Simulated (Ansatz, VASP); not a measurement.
**TiCo in VASP and in Ansatz**

The input INCAR:

```
SYSTEM = TiCo
  PREC = Accurate
  ENCUT = 600
  EDIFF = 1E-6
  ISMEAR = -1
  SIGMA = 0.05
  LREAL = .FALSE.
  LASPH = .TRUE.
  NELM = 150
  ALGO = Normal
  ISIF = 3
  LWAVE = .FALSE.
  LCHARG = .FALSE.
  ISPIN = 2
  MAGMOM = 2 1
  LORBIT = 11
  LMAXMIX = 4
  GGA = PS
  IBRION = 2
  NSW = 60
  EDIFFG = -0.01
```

File KPOINTS:

```
regular mesh
0
G
  9 9 9
  0 0 0
```

Contents of POSCAR:

```
TiCo
1.0
    2.9861109900      0.0000000000      0.0000000000
    0.0000000000      2.9861109900      0.0000000000
    0.0000000000      0.0000000000      2.9861109900
Co Ti
1 1
Direct
    0.5000000000      0.5000000000      0.5000000000
    0.0000000000      0.0000000000      0.0000000000
```

File input.yaml:

```yaml
crystal:
  lattice:
    - [2.98611099, 0.0, 0.0]
    - [0.0, 2.98611099, 0.0]
    - [0.0, 0.0, 2.98611099]
  atoms:
    - { symbol: Co, position: [0.5, 0.5, 0.5], spin: 2.0 }
    - { symbol: Ti, position: [0.0, 0.0, 0.0], spin: 1.0 }
hamiltonian:
  xc: pbesol
  pseudopotentials: { kind: paw }
magnetization:
  spin_polarized: true
kpoints:
  mp_grid: { grid: [9, 9, 9] }
scf:
  occupations: { method: fermi_dirac, width: 0.05 }
output:
  forces: true
  stress: true
  eigenvalues: true
  write_density: true
  write_potential: true
  elf: true
  volumetric_format: npy
relax:
  f_tol: 0.01
  max_steps: 40
  cell: { stress_tol: 0.05 }
```

Alike in both runs: task relaxation of cell and atoms; functional PBEsol; k mesh 9 × 9 × 9; occupations fermi-dirac, width 0.05 eV; collinear spin.

|  | VASP | Ansatz |
| --- | --- | --- |
| version | VASP 6.6.1 | Ansatz 0.2.0 |
| potentials or method | VASP PAW PBE potentials, release 64 (Co, Ti_sv) | Ansatz PAW |
| plane-wave cutoff (eV) | 600 | 420 |
| valence electrons in the cell | 21 | 29 |

```csv
,VASP,Ansatz,Ansatz less VASP
"gap on the k mesh at the Fermi level, each at its own relaxed structure (eV)",none,none,-
net moment per atom (μB),0.28,0.30,+0.020
size of the moment on the site where the two differ most (μB),0.61,0.66,+0.051
relaxed volume (Å³/atom),12.64,12.68,+0.037
relaxed cell length with the largest relative difference (Å),2.935,2.938,+0.0028
```

VASP's potentials were made for PBE, not for PBEsol. Site moments also hang on the region over which each program counts them. A gap of «none» marks a metal or a gap that the smearing closes. VASP's potentials hold 21 valence electrons a cell and Ansatz's 29, so a difference there can come from the potentials and not from the codes.

Noted on Ansatz's run: the plane-wave basis is chosen anew once the cell has moved, so the energies of steps on either side of that aren't comparable.
